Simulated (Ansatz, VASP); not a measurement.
## GaN in VASP and in Ansatz

The input POSCAR:

```
GaN
1.0
   -0.0052712881      2.1085152339      2.1085152339
    2.1085152339     -0.0052712881      2.1085152339
    2.1032439458      2.1032439458      0.0000000000
Ga N
1 1
Direct
    0.0000000000      0.0000000000      0.0000000000
    0.5000000000      0.5000000000      0.5000000000
```

Contents of INCAR.step1:

```
PREC = Accurate
ENCUT = 520
ISMEAR = 0
SIGMA = 0.01
LREAL = F
LASPH = T
NELM = 100
NBANDS = 16
GGA = PE
ALGO = Normal
EDIFF = 1E-4
LWAVE = T
LCHARG = F
```

The input INCAR.step2:

```
PREC = Accurate
ENCUT = 520
EDIFF = 1E-7
ISMEAR = 0
SIGMA = 0.01
LREAL = F
LASPH = T
NELM = 100
ALGO = Normal
ISIF = 2
LWAVE = F
LCHARG = T
METAGGA = R2SCAN
LMIXTAU = T
LELF = T
LVHAR = T
NBANDS = 16
ISTART = 1
```

File KPOINTS:

```
regular mesh
0
Gamma
  10 10 10
```

Input for Ansatz:

```yaml
crystal:
  lattice:
    - [-0.0052712881, 2.1085152339, 2.1085152339]
    - [2.1085152339, -0.0052712881, 2.1085152339]
    - [2.1032439458, 2.1032439458, 0.0]
  atoms:
    - { symbol: Ga, position: [0.0, 0.0, 0.0] }
    - { symbol: "N", position: [0.5, 0.5, 0.5] }
kpoints:
  mp_grid: { grid: [10, 10, 10] }
  band_path:
    path:
      - [0.0, 0.0, 0.0]
      - [0.5, 0.0, 0.5]
      - [0.625, 0.25, 0.625]
      - [0.375, 0.375, 0.75]
      - [0.5, 0.5, 0.5]
      - [0.5, 0.25, 0.75]
      - [0.1875, 0.1875, 0.375]
    npoints: 1
hamiltonian:
  xc: r2scan
scf:
  occupations: { method: fixed }
  n_extra_bands: 4
output:
  forces: true
  stress: true
  eigenvalues: true
```

Change from the starting cell: shear_xy strain -0.5%.

Alike in both runs: task single point; functional r2SCAN; k mesh 10 × 10 × 10; no spin polarisation.

|  | VASP | Ansatz |
| --- | --- | --- |
| version | VASP 6.6.1 | Ansatz 0.2.0 |
| potentials or method | VASP PAW PBE potentials, release 64 (Ga_d, N) | plane waves, PAW |
| plane-wave cutoff (eV) | 520 | 500 |
| occupations | gaussian, width 0.01 eV | fixed |
| valence electrons in the cell | 18 | 18 |

Ansatz gave:

- gap on the k mesh at the Fermi level (eV): 1.18
- pressure (GPa): 0.0
- traceless stress, the component that is largest in VASP (GPa): 1.18

**Question.** Estimate VASP's values.

**Answer.** gap on the k mesh at the Fermi level (eV): 1.16; pressure (GPa): 1.3; traceless stress, the component that is largest in VASP (GPa): 1.17.

VASP's potentials were made for PBE, not for r2SCAN.
